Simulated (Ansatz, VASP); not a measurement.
Al in VASP and in Ansatz

File INCAR:

```
PREC = Accurate
ENCUT = 520
EDIFF = 1E-6
ISMEAR = -1
SIGMA = 0.1
LREAL = F
LASPH = T
NELM = 60
ALGO = Normal
ISIF = 2
LWAVE = F
LCHARG = F
GGA = PS
NBANDS = 14
```

The input KPOINTS:

```
regular mesh
0
Gamma
  14 14 4
```

File POSCAR:

```
Al
1.0
    2.9384025245      0.0000000000      0.0000000000
   -1.4692012622      2.5447312327      0.0000000000
    0.0000000000      0.0000000000      9.7321138247
Al
4
Direct
    1.0000000000      0.0000000000      1.0000000000
    1.0000000000      0.0000000000      0.5000000000
    0.3333333333      0.6666666667      0.2500000000
    0.6666666667      0.3333333333      0.7500000000
```

Input for Ansatz:

```yaml
crystal:
  lattice:
    - [2.9384025245, 0.0, 0.0]
    - [-1.4692012622, 2.5447312327, 0.0]
    - [0.0, 0.0, 9.7321138247]
  atoms:
    - { symbol: Al, position: [1.0, 0.0, 1.0] }
    - { symbol: Al, position: [1.0, 0.0, 0.5] }
    - { symbol: Al, position: [0.3333333333, 0.6666666667, 0.25] }
    - { symbol: Al, position: [0.6666666667, 0.3333333333, 0.75] }
hamiltonian:
  xc: pbesol
  pseudopotentials:
    kind: paw
    azcp:
      Al: "pseudopotentials/Al.paw.azcp"
basis:
  ecutwfc: 420
  fft_grid_basis: typed
kpoints:
  mp_grid: { grid: [14, 14, 4], shift: [0, 0, 0] }
magnetization:
  spin_polarized: false
scf:
  occupations: { method: fermi_dirac, width: 0.1 }
  lower_state_search: "off"
output:
  stress: true
```

Alike in both runs: task single point; functional PBEsol; k mesh 14 × 14 × 4; occupations fermi-dirac, width 0.1 eV; no spin polarisation.

|  | VASP | Ansatz |
| --- | --- | --- |
| version | VASP 6.6.1 | Ansatz 0.2.0 |
| potentials or method | VASP PAW PBE potentials, release 64 (Al), cutoff 520 eV | plane waves (420 eV) with PAW, scalar-relativistic |
| valence electrons in the cell | 12 | 12 |

```tsv
	VASP	Ansatz	Ansatz less VASP
pressure (GPa)	-7.1	-7.1	-0.03
traceless stress, the component that is largest in VASP (GPa)	0.54	0.55	+0.001
```

VASP's potentials were made for PBE, not for PBEsol, and Ansatz warns of the same on its side.
